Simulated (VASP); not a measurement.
Wanted: the native input for a VASP 6.6.1 run.

```yaml
Task: single point
Functional: PBEsol
Potentials_or_basis: VASP PAW PBE potentials, release 64 (Zn, Se)
Cutoff: 520 eV
k_mesh: 2 × 2 × 2, shifted
Occupations: gaussian, width 0.02 eV
Spin: no spin polarisation
Dipole_correction: no
Further_INCAR_settings: LREAL = Auto; ALGO = Normal; EDIFF = 1e-06; NBANDS = 166
```

The structure of ZnSe lies in POSCAR:

```
ZnSe
1.0
    5.6332473178     -5.6332473178     -5.6332473178
   -5.6332473178     -5.6332473178      5.6332473178
   -5.6332473178      5.6332473178     -5.6332473178
Zn Se
16 16
Direct
    0.2500000000      0.2500000000      0.5000000000
    0.2500000000      0.5000000000      0.2500000000
    0.2500000000      0.7500000000      0.0000000000
    0.0000000000      0.2500000000      0.7500000000
    0.2500000000      0.0000000000      0.7500000000
    0.0000000000      0.5000000000      0.5000000000
    0.0000000000      0.7500000000      0.2500000000
    0.7500000000      0.2500000000      0.0000000000
    1.0000000000      1.0000000000      1.0000000000
    0.7500000000      0.5000000000      0.7500000000
    0.7500000000      0.7500000000      0.5000000000
    0.5000000000      0.2500000000      0.2500000000
    0.7500000000      0.0000000000      0.2500000000
    0.5000000000      0.5000000000      0.0000000000
    0.5000000000      0.7500000000      0.7500000000
    0.5000000000      0.0000000000      0.5000000000
    0.0000000000      0.2500000000      0.5000000000
    0.0000000000      0.5000000000      0.2500000000
    0.0000000000      0.7500000000      0.0000000000
    0.7500000000      0.2500000000      0.7500000000
    0.0000000000      0.0000000000      0.7500000000
    0.7500000000      0.5000000000      0.5000000000
    0.7500000000      0.7500000000      0.2500000000
    0.5000000000      0.2500000000      0.0000000000
    0.7500000000      0.0000000000      0.0000000000
    0.5000000000      0.5000000000      0.7500000000
    0.5000000000      0.7500000000      0.5000000000
    0.2500000000      0.2500000000      0.2500000000
    0.5000000000      0.0000000000      0.2500000000
    0.2500000000      0.5000000000      0.0000000000
    0.2500000000      0.7500000000      0.7500000000
    0.2500000000      0.0000000000      0.5000000000
```

One way to write it, as run:

INCAR

```
ALGO = Normal
EDIFF = 1E-6
ENCUT = 520
GGA = PS
ISIF = 2
ISMEAR = 0
LASPH = True
LCHARG = True
LELF = True
LREAL = Auto
LVHAR = True
LWAVE = False
NBANDS = 166
NELM = 80
PREC = Accurate
SIGMA = 0.02
```

KPOINTS

```
Automatic mesh
0
Gamma
  2 2 2
  0.5 0.5 0.5
```

Potentials or basis: VASP PAW PBE potentials, release 64 (Zn, Se).

The run is started by

```bash
$ cat potpaw_PBE.64/Zn/POTCAR potpaw_PBE.64/Se/POTCAR > POTCAR
$ mpirun -np 1 vasp_std > vasp.out
```

Results of the run:

```yaml
Pressure: 0.3 GPa
Band_gap_on_the_k_mesh: 3.15 eV
```

Caveat: the PAW data sets were made with another functional, which shifts forces and pressure a little.

Run time: 8.3 min on 1 thread of Intel(R) Xeon(R) Platinum 8488C (Sapphire Rapids), with other jobs on the host, peak memory 1 GiB.
